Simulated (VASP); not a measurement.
# SiB6 (Pm-3m) in VASP: notebook

Runs on SiB6. Level: PBE. Tasks: relaxation of cell and atoms, single point.

Everything below comes from runs of VASP 6.6.1. Logs are shortened: lines on timing, memory, paths and dates and some standing lists are left out, and cuts for length are marked.

### 1 The cell of the first run

Symmetry: Pm-3m, No. 221, cubic system. The conventional cell has a = 4.122 Å, b = 4.122 Å, c = 4.122 Å, α = 90.00°, β = 90.00°, γ = 90.00°. Within 3.9 Å of Si (site symmetry m-3m) lie 24 B at 2.98 Å. B (site symmetry 4mm) has 1 B at 1.28 Å within 1.7 Å.

### 2 Relaxation of cell and atoms, PBE

INCAR

```
SYSTEM = SiB6
ALGO = Normal
EDIFF = 1E-6
EDIFFG = -0.08
ENCUT = 600
GGA = PE
IBRION = 2
ISIF = 3
ISMEAR = 0
LASPH = .True.
LCHARG = .False.
LREAL = .False.
LWAVE = .False.
NELM = 80
NSW = 36
PREC = Accurate
SIGMA = 0.2
```

KPOINTS

```
k-points
0
Gamma
  4 4 4
  0 0 0
```

POSCAR

```
SiB6
1.0
    4.1223067900      0.0000000000      0.0000000000
    0.0000000000      4.1223067900      0.0000000000
    0.0000000000      0.0000000000      4.1223067900
Si B
1 6
Direct
    0.0000000000      0.0000000000      0.0000000000
    0.8448259000      0.5000000000      0.5000000000
    0.1551741000      0.5000000000      0.5000000000
    0.5000000000      0.8448259000      0.5000000000
    0.5000000000      0.1551741000      0.5000000000
    0.5000000000      0.5000000000      0.8448259000
    0.5000000000      0.5000000000      0.1551741000
```

Potentials or basis: VASP PAW PBE potentials, release 64 (Si, B).

On the command line:

```bash
cat potpaw_PBE.64/Si/POTCAR potpaw_PBE.64/B/POTCAR > POTCAR
mpirun -np 1 vasp_std > vasp.out
```

OUTCAR:

```text
SYSTEM = SiB6
   EDIFF = 1E-6
   EDIFFG = -0.08
   ENCUT = 600
   GGA = PE
   IBRION = 2
   ISIF = 3
   ISMEAR = 0
   LASPH = .True.
   LREAL = .False.
   NELM = 80
   NSW = 36
   PREC = Accurate

 ion  position               nearest neighbor table
   1  0.000  0.000  0.000-
   2  0.845  0.500  0.500-   3 1.28   5 2.01   7 2.01   6 2.01   4 2.01
   3  0.155  0.500  0.500-   2 1.28   5 2.01   7 2.01   6 2.01   4 2.01
   4  0.500  0.845  0.500-   5 1.28   3 2.01   7 2.01   6 2.01   2 2.01
   5  0.500  0.155  0.500-   4 1.28   3 2.01   7 2.01   6 2.01   2 2.01
   6  0.500  0.500  0.845-   7 1.28   5 2.01   3 2.01   2 2.01   4 2.01
   7  0.500  0.500  0.155-   6 1.28   5 2.01   3 2.01   2 2.01   4 2.01

  LATTYP: Found a simple cubic cell.
 ALAT       =     4.1223067900

  Lattice vectors:

 A1 = (   4.1223067900,   0.0000000000,   0.0000000000)
 A2 = (   0.0000000000,   4.1223067900,   0.0000000000)
 A3 = (   0.0000000000,   0.0000000000,   4.1223067900)

Analysis of symmetry for initial positions (statically):
=====================================================================
 Subroutine PRICEL returns:
 Original cell was already a primitive cell.

 Routine SETGRP: Setting up the symmetry group for a
 simple cubic supercell.

 Subroutine GETGRP returns: Found 48 space group operations
 (whereof 48 operations were pure point group operations)
 out of a pool of 48 trial point group operations.

The static configuration has the point symmetry O_h .

Analysis of symmetry for dynamics (positions and initial velocities):
=====================================================================
 Subroutine PRICEL returns:
 Original cell was already a primitive cell.

 Routine SETGRP: Setting up the symmetry group for a
 simple cubic supercell.

 Subroutine GETGRP returns: Found 48 space group operations
 (whereof 48 operations were pure point group operations)
 out of a pool of 48 trial point group operations.

The dynamic configuration has the point symmetry O_h .

 Subroutine INISYM returns: Found 48 space group operations
 (whereof 48 operations are pure point group operations),
 and found     1 'primitive' translations

----------------------------------------------------------------------------------------

                                     Primitive cell

  volume of cell :      70.0521

  direct lattice vectors                    reciprocal lattice vectors
     4.122306790  0.000000000  0.000000000     0.242582624  0.000000000  0.000000000
     0.000000000  4.122306790  0.000000000     0.000000000  0.242582624  0.000000000
     0.000000000  0.000000000  4.122306790     0.000000000  0.000000000  0.242582624

  length of vectors
     4.122306790  4.122306790  4.122306790     0.242582624  0.242582624  0.242582624

  position of ions in fractional coordinates (direct lattice)
[... 115 lines left out ...]

 number of electron      21.9999999 magnetization

 Free energy of the ion-electron system (eV)
  ---------------------------------------------------
  ext. energy  EPLUGINS =         0.00000000
  ---------------------------------------------------
  free energy    TOTEN  =       -33.73854181 eV

  energy without entropy =      -33.72007404  energy(sigma->0) =      -33.72930792

------------------------ aborting loop because EDIFF is reached ----------------------------------------

  FORCE on cell =-STRESS in cart. coord.  units (eV):
  Direction    XX          YY          ZZ          XY          YZ          ZX
  --------------------------------------------------------------------------------------
  -------------------------------------------------------------------------------------
  Total       11.7561912     11.7561912     11.7561912      0.0000000     -0.0000000      0.0000000
  in kB      268.8786353    268.8786353    268.8786353      0.0000000     -0.0000000      0.0000000
  external PRESSURE =     268.8786353 kB  Pullay stress =       0.0000000 kB
[... 104 lines left out ...]
  FREE ENERGIE OF THE ION-ELECTRON SYSTEM (eV)
  ---------------------------------------------------
  free  energy   TOTEN  =       -41.2567537672 eV

  energy  without entropy=      -41.2107855881  energy(sigma->0) =      -41.23376968

 E-fermi :   3.2995     XC(G=0):  -9.4464

 val. band max:        3.1806529095   @ k =   0.5000   0.5000   0.5000
 cond. band min:       3.4107120954   @ k =   0.5000   0.2500   0.2500
 fundamental gap:      0.2300591859
 Fermi energy:         3.2994746601

 k-point     1 :       0.0000    0.0000    0.0000
  band No.  band energies     occupation
      1     -18.4403      2.00000
      2      -6.1551      2.00000
      3      -6.1551      2.00000
      4      -6.1551      2.00000
      5      -5.9099      2.00000
      6      -1.0869      2.00000
      7      -0.5157      2.00000
      8      -0.5157      2.00000
      9      -0.5157      2.00000
     10       2.2822      2.00000
     11       2.2822      2.00000
     12       3.9667      0.00000
     13       3.9667      0.00000
     14       3.9667      0.00000
[... 149 lines left out ...]
      2      -6.4120      2.00000
      3      -6.4120      2.00000
      4      -6.4120      2.00000
      5      -3.4153      2.00000
      6      -1.9120      2.00000
      7      -1.9120      2.00000
      8      -1.9120      2.00000
      9      -0.0303      2.00000
     10       3.1806      1.59922
     11       3.1807      1.59920
     12       3.1807      1.59920
     13       3.9363      0.00001
     14       3.9363      0.00001
     15       3.9363      0.00001

[... ionic steps 4 to 8 ...]

--------------------------------------- Ionic step        9  -------------------------------------------

 number of electron      21.9999999 magnetization

------------------------ aborting loop because EDIFF is reached ----------------------------------------
[... 77 lines left out ...]
--------------------------------------- Ionic step       11  -------------------------------------------

 number of electron      21.9999999 magnetization

 Free energy of the ion-electron system (eV)
  ---------------------------------------------------
  ext. energy  EPLUGINS =         0.00000000
  ---------------------------------------------------
  free energy    TOTEN  =       -42.40520026 eV

  energy without entropy =      -42.38192347  energy(sigma->0) =      -42.39356187

 E-fermi :   5.2788     XC(G=0): -10.5610

 val. band max:        5.2452519209   @ k =   0.5000   0.0000   0.0000
 cond. band min:       5.3292161162   @ k =   0.5000   0.5000   0.0000
 fundamental gap:      0.0839641953
 Fermi energy:         5.2787939369

 k-point     1 :       0.0000    0.0000    0.0000
  band No.  band energies     occupation
      1      -9.6222      2.00000
      2      -3.7031      2.00000
      3      -1.8204      2.00000
      4      -1.8204      2.00000
      5      -1.8204      2.00000
      6      -0.0955      2.00000
      7      -0.0955      2.00000
      8       1.6345      2.00000
      9       5.0289      1.92275
     10       5.0289      1.92275
     11       5.0289      1.92275
     12       6.4383      0.00000
     13       6.4383      0.00000
     14       6.4383      0.00000
[... 195 lines left out ...]
  FREE ENERGIE OF THE ION-ELECTRON SYSTEM (eV)
  ---------------------------------------------------
  free  energy   TOTEN  =       -42.4052002631 eV

  energy  without entropy=      -42.3819234701  energy(sigma->0) =      -42.39356187

 reached required accuracy - stopping structural energy minimisation
```

OSZICAR:

```text
N       E                     dE             d eps       ncg     rms          rms(c)
DAV:   1     0.640799193205E+02    0.64080E+02   -0.10823E+04   300   0.142E+03
DAV:   2    -0.371302739883E+02   -0.10121E+03   -0.98291E+02   399   0.223E+02
DAV:   3    -0.416940951661E+02   -0.45638E+01   -0.45333E+01   419   0.488E+01
[... 136 lines left out ...]
DAV:   1    -0.424086586991E+02   -0.15480E-01   -0.30572E-01   300   0.551E+00    0.362E-01
DAV:   2    -0.424064637261E+02    0.21950E-02   -0.50948E-03   335   0.501E-01    0.208E-01
DAV:   3    -0.424052015149E+02    0.12622E-02   -0.18875E-03   300   0.268E-01    0.225E-02
DAV:   4    -0.424052001166E+02    0.13983E-05   -0.50723E-05   363   0.484E-02    0.180E-02
DAV:   5    -0.424052002631E+02   -0.14650E-06   -0.38677E-06   268   0.147E-02
  11 F= -.42405200E+02 E0= -.42393562E+02  d E =-.120218E-01
```

CONTCAR:

```text
SiB6
   1.00000000000000
     4.1283355203906913    0.0000000000000000   -0.0000000000000000
    -0.0000000000000000    4.1283355203906913   -0.0000000000000000
     0.0000000000000000    0.0000000000000000    4.1283355203906913
  Si              B
     1     6
Direct
     0.0000000000000000    0.0000000000000000    0.0000000000000000
     0.7995777180028616    0.5000000000000000    0.5000000000000000
     0.2004222819971455    0.5000000000000000    0.5000000000000000
     0.5000000000000000    0.7995777180028617    0.5000000000000000
     0.5000000000000000    0.2004222819971455    0.5000000000000000
     0.5000000000000000    0.5000000000000000    0.7995777180028617
     0.5000000000000000    0.5000000000000000    0.2004222819971454

  0.00000000E+00  0.00000000E+00  0.00000000E+00
  0.00000000E+00  0.00000000E+00  0.00000000E+00
  0.00000000E+00  0.00000000E+00  0.00000000E+00
  0.00000000E+00  0.00000000E+00  0.00000000E+00
  0.00000000E+00  0.00000000E+00  0.00000000E+00
  0.00000000E+00  0.00000000E+00  0.00000000E+00
  0.00000000E+00  0.00000000E+00  0.00000000E+00
```

Run time: 59 s. Hardware: 1 thread of Intel Xeon 6975P-C (Granite Rapids), shared host; peak memory 0.2 GiB.

Results:

```yaml
Free_energy: -42.4052 eV
Relaxed_volume: 10.05 Å³/atom
Relaxed_cell: a = 4.128 Å, b = 4.128 Å, c = 4.128 Å, α = 90.00°, β = 90.00°, γ = 90.00°
Space_group_after_relaxing_to_0.05_Å: Pm-3m (No. 221)
Energy_gained_by_relaxing: 1238.1 meV/atom
Ionic_steps: 11
Pressure_after_relaxing: 0.7 GPa
Largest_force_after_relaxing: 0.079 eV/Å
Band_gap_on_the_k_mesh: 0.08 eV, indirect (least direct gap 0.69 eV)
```

Forces on the atoms (eV/Å):
```
Si   0.000  0.000  0.000
B    0.079  0.000  0.000
B   -0.079  0.000  0.000
B    0.000  0.079  0.000
B    0.000 -0.079  0.000
B    0.000  0.000  0.079
B    0.000  0.000 -0.079
```

The path:
| step | energy change (eV) | largest force (eV/Å) | pressure (GPa) | volume (Å³) |
| --- | --- | --- | --- | --- |
| 1 | 0.0000 | 19.2698 | 26.89 | 70.05 |
| 2 | 378.0595 | 404.4964 | 771.33 | 88.50 |
| 3 | -7.5182 | 5.3223 | 1.47 | 70.89 |
| 4 | -7.8931 | 4.1497 | -0.66 | 71.11 |
| 5 | -8.5617 | 1.4384 | -3.09 | 71.87 |
| 6 | 26.8856 | 43.6099 | 138.36 | 79.89 |
| 7 | -8.6488 | 0.3069 | -2.74 | 72.12 |
| 8 | -8.6534 | 0.1344 | -2.79 | 72.07 |
| 9 | -8.6552 | 0.0332 | -2.82 | 72.02 |
| 10 | -8.6546 | 0.1641 | -2.83 | 71.98 |
| 11 | -8.6667 | 0.0790 | 0.65 | 70.36 |

Final structure:
```
Si B
1.0
     4.12834    0.00000    0.00000
     0.00000    4.12834    0.00000
     0.00000    0.00000    4.12834
Si B
1 6
Direct
  0.00000 0.00000 0.00000
  0.79958 0.50000 0.50000
  0.20042 0.50000 0.50000
  0.50000 0.79958 0.50000
  0.50000 0.20042 0.50000
  0.50000 0.50000 0.79958
  0.50000 0.50000 0.20042
```

Caveat: the relaxation stopped at a loose force limit of 0.08 eV/Å, so its end isn't a converged minimum. A k mesh can miss the band edges.

### 3 Single point, PBE

This run uses another cell than the first one, of 10.08 Å³/atom, 1.008 times its volume.

INCAR

```
SYSTEM = SiB6
PREC     = Accurate       ! precision mode
ENCUT    = 520            ! plane-wave cutoff, eV
EDIFF    = 1E-6           ! SCF threshold, eV
ISMEAR   = 0              ! smearing method
SIGMA    = 0.01           ! smearing width, eV
LREAL    = .FALSE.        ! projectors in reciprocal space
LASPH    = .TRUE.         ! aspherical terms in the spheres
NELM     = 100            ! most SCF steps
ALGO     = Normal         ! electronic algorithm
ISIF     = 2              ! what is computed and relaxed
LWAVE    = .FALSE.        ! write WAVECAR
LCHARG   = .TRUE.         ! write CHGCAR
GGA      = PE             ! functional
LELF     = .TRUE.         ! ELF
LVHAR    = .TRUE.       
NBANDS   = 20             ! bands
```

KPOINTS

```
Automatic mesh
0
G
  10 10 10
  0 0 0
```

POSCAR

```
SiB6
1.0
    4.1328266830      0.0000000000      0.0000000000
    0.0000000000      4.1328266830      0.0000000000
    0.0000000000      0.0000000000      4.1328266830
Si B
1 6
Direct
    0.0000000000      0.0000000000      0.0000000000
    0.7997844009      0.5000000000      0.5000000000
    0.2002155991      0.5000000000      0.5000000000
    0.5000000000      0.7997844009      0.5000000000
    0.5000000000      0.2002155991      0.5000000000
    0.5000000000      0.5000000000      0.7997844009
    0.5000000000      0.5000000000      0.2002155991
```

Potentials or basis: VASP PAW PBE potentials, release 64 (Si, B).

On the command line:

```bash
cat potpaw_PBE.64/Si/POTCAR potpaw_PBE.64/B/POTCAR > POTCAR
mpirun -np 1 vasp_std > vasp.out
```

Run time: 22 s. Hardware: 1 thread of Intel Xeon 6975P-C (Granite Rapids), shared host; peak memory 0.2 GiB.

Results (log left out):

| Quantity | Value |
| --- | --- |
| Free energy | -42.4664 eV |
| Pressure | 0.0 GPa |
| Largest force | 0.019 eV/Å |
| Band gap on the k mesh | 0.06 eV, indirect (least direct gap 0.67 eV) |

Forces on the atoms (eV/Å):
```
Si   0.000  0.000  0.000
B    0.019  0.000  0.000
B   -0.019  0.000  0.000
B    0.000  0.019  0.000
B    0.000 -0.019  0.000
B    0.000  0.000  0.019
B    0.000  0.000 -0.019
```

Levels at points of the mesh, in eV from the valence-band top:
```
           k point  band 8  band 9  band 10  band 11  band 12  band 13  band 14  band 15
(0.00, 0.00, 0.00)   -3.64   -0.22    -0.22    -0.22     1.16     1.16     1.16     2.78
(0.50, 0.00, 0.00)   -3.34   -3.34    -1.90     0.00     0.67     1.60     2.43     2.43
(0.50, 0.50, 0.00)   -2.57   -2.12    -1.69    -1.69     0.06     0.06     0.27     5.84
(0.50, 0.50, 0.50)   -5.68   -1.29    -1.29    -1.29     3.07     3.07     3.07     5.82
```

A k mesh can miss the band edges.
